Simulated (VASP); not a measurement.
Wanted: the native input for a VASP 6.6.1 run.

```
Task                   : single point
Functional             : r2SCAN
Potentials or basis    : VASP PAW PBE potentials, release 64 (Sn_d, O)
Cutoff                 : 520 eV
k mesh                 : 6 × 6 × 8
Occupations            : fermi-dirac, width 0.05 eV
Spin                   : no spin polarisation
Dipole correction      : no
Further INCAR settings : ALGO = Normal; EDIFF = 1e-06; NBANDS = 35
```

SnO2 (Cassiterite):

```
Sn O
1.0
     4.75994    0.00000    0.00000
     0.00000    4.75994    0.00000
     0.00000    0.00000    3.20080
Sn O
2 4
Direct
  0.50000 0.50000 0.50000
  0.00000 0.00000 0.00000
  0.80591 0.19409 0.50000
  0.69409 0.69409 0.00000
  0.19409 0.80591 0.50000
  0.30591 0.30591 0.00000
```

These files were run (other wordings do the same):

POSCAR

```
SnO2
1.0
    4.7599418542      0.0000000000      0.0000000000
    0.0000000000      4.7599418542      0.0000000000
    0.0000000000      0.0000000000      3.2008020347
Sn O
2 4
Direct
    0.5000000000      0.5000000000      0.5000000000
    0.0000000000      0.0000000000      0.0000000000
    0.8059108323      0.1940891677      0.5000000000
    0.6940891677      0.6940891677      0.0000000000
    0.1940891677      0.8059108323      0.5000000000
    0.3059108323      0.3059108323      0.0000000000
```

INCAR.step1

```
SYSTEM = SnO2
  PREC = Accurate
  ENCUT = 520
  ISMEAR = -1
  SIGMA = 0.05
  LREAL = .False.
  LASPH = .True.
  NELM = 100
  NBANDS = 35
  GGA = PE
  ALGO = Normal
  EDIFF = 1E-4
  LWAVE = .True.
  LCHARG = .False.
```

INCAR.step2

```
SYSTEM = SnO2
  PREC = Accurate
  ENCUT = 520
  EDIFF = 1E-6
  ISMEAR = -1
  SIGMA = 0.05
  LREAL = .False.
  LASPH = .True.
  NELM = 100
  ALGO = Normal
  ISIF = 2
  LWAVE = .False.
  LCHARG = .True.
  METAGGA = R2SCAN
  LMIXTAU = .True.
  LELF = .True.
  LVHAR = .True.
  NBANDS = 35
  ISTART = 1
```

KPOINTS

```
regular mesh
0
Gamma
  6 6 8
  0 0 0
```

Potentials or basis: VASP PAW PBE potentials, release 64 (Sn_d, O).

Command:

```bash
$ cat potpaw_PBE.64/Sn_d/POTCAR potpaw_PBE.64/O/POTCAR > POTCAR
$ cp INCAR.step1 INCAR
$ mpirun -np 1 vasp_std > vasp.out
$ cp INCAR.step2 INCAR
$ mpirun -np 1 vasp_std > vasp.out
```

It gave:

* Pressure: 1.1 GPa
* Largest force: 0.028 eV/Å
* Band gap on the k mesh: 1.79 eV, direct

Caveat: the PAW data sets were made with another functional, which shifts forces and pressure a little; spin-orbit coupling is left out, which moves the levels of the heavy elements.

It took 4.1 min on 1 thread of Intel(R) Xeon(R) Platinum 8488C (Sapphire Rapids), on a shared host, peak memory 0.24 GiB.
